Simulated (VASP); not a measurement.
Input of a VASP 6.6.1 run:

The input INCAR:

```
PREC = Accurate
ENCUT = 520
EDIFF = 1E-6
ISMEAR = 0
SIGMA = 0.1
LREAL = False
LASPH = True
NELM = 80
ALGO = Normal
ISIF = 2
LWAVE = False
LCHARG = False
GGA = PE
NBANDS = 66
```

The input KPOINTS:

```
regular mesh
0
Gamma
  12 12 4
```

Contents of POSCAR:

```
Ge
1.0
    4.0659877466      0.0000000000      0.0000000000
   -2.0329938733      3.5212486800      0.0000000000
    0.0000000000      0.0000000000     13.3365672789
Ge
8
Direct
    0.0000000000      0.0000000000      0.4067741567
    0.0000000000      0.0000000000      0.5932258433
    0.0000000000      0.0000000000      0.9067741567
    0.0000000000      0.0000000000      0.0932258433
    0.3333333333      0.6666666667      0.3442037614
    0.6666666667      0.3333333333      0.6557962386
    0.6666666667      0.3333333333      0.8442037614
    0.3333333333      0.6666666667      0.1557962386
```

Potentials or basis: VASP PAW PBE potentials, release 64 (Ge_d).

Launch:

```console
$ cat potpaw_PBE.64/Ge_d/POTCAR > POTCAR
$ mpirun -np 1 vasp_std > vasp.out
```

(1) Predict the band gap on the k mesh.

(2) Predict the largest force.

(3) Predict the pressure.

Answers

(1) zero (bands 56 and 57 overlap by 0.02 eV).

(2) 0.004 eV/Å.

(3) -0.1 GPa.

Caveat: semilocal functionals underestimate gaps, and a narrow one can read as zero.
